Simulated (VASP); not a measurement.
Wanted: the native input for a VASP 6.6.1 run.

* Task: single point
* Functional: r2SCAN
* Potentials or basis: VASP PAW PBE potentials, release 64 (K_sv, F)
* Cutoff: 520 eV
* k mesh: 4 × 4 × 4
* Occupations: gaussian, width 0.01 eV
* Spin: no spin polarisation
* Dipole correction: no
* Further INCAR settings: ALGO = Normal; EDIFF = 1e-06; NBANDS = 15

KF:

```
K F
1.0
     0.00000    2.65896    2.65896
     2.65896    0.00000    2.65896
     2.65896    2.65896    0.00000
K F
1 1
Direct
  0.00000 0.00000 0.00000
  0.50000 0.50000 0.50000
```

One way to write it, as run:

POSCAR

```
KF
1.0
    0.0000000000      2.6589605792      2.6589605792
    2.6589605792      0.0000000000      2.6589605792
    2.6589605792      2.6589605792      0.0000000000
K F
1 1
Direct
    0.0000000000      0.0000000000      0.0000000000
    0.5000000000      0.5000000000      0.5000000000
```

INCAR.step1

```
SYSTEM = KF
ALGO = Normal ; EDIFF = 1E-4
ENCUT = 520 ; GGA = PE
ISMEAR = 0 ; LASPH = .True.
LCHARG = .False. ; LREAL = .False.
LWAVE = .True. ; NBANDS = 15
NELM = 60 ; PREC = Accurate
SIGMA = 0.01
```

INCAR.step2

```
SYSTEM = KF
ALGO = Normal ; EDIFF = 1E-6
ENCUT = 520 ; ISIF = 2
ISMEAR = 0 ; ISTART = 1
LASPH = .True. ; LCHARG = .False.
LMIXTAU = .True. ; LREAL = .False.
LWAVE = .False. ; METAGGA = R2SCAN
NBANDS = 15 ; NELM = 60
PREC = Accurate ; SIGMA = 0.01
```

KPOINTS

```
k-points
0
Gamma
  4 4 4
  0 0 0
```

Potentials or basis: VASP PAW PBE potentials, release 64 (K_sv, F).

The run is started by

```console
$ cat potpaw_PBE.64/K_sv/POTCAR potpaw_PBE.64/F/POTCAR > POTCAR
$ cp INCAR.step1 INCAR
$ mpirun -np 1 vasp_std > vasp.out
$ cp INCAR.step2 INCAR
$ mpirun -np 1 vasp_std > vasp.out
```

Results of the run:

```json
{"Pressure": "0.0 GPa", "Band gap on the k mesh": "6.91 eV"}
```

Caveat: the k points lie up to 0.51 Å⁻¹ apart; the PAW data sets were made with another functional, which shifts forces and pressure a little.

It took 35 s on 1 thread of Intel(R) Xeon(R) Platinum 8375C CPU @ 2.90GHz (Ice Lake), on a shared host, peak memory 0.16 GiB.
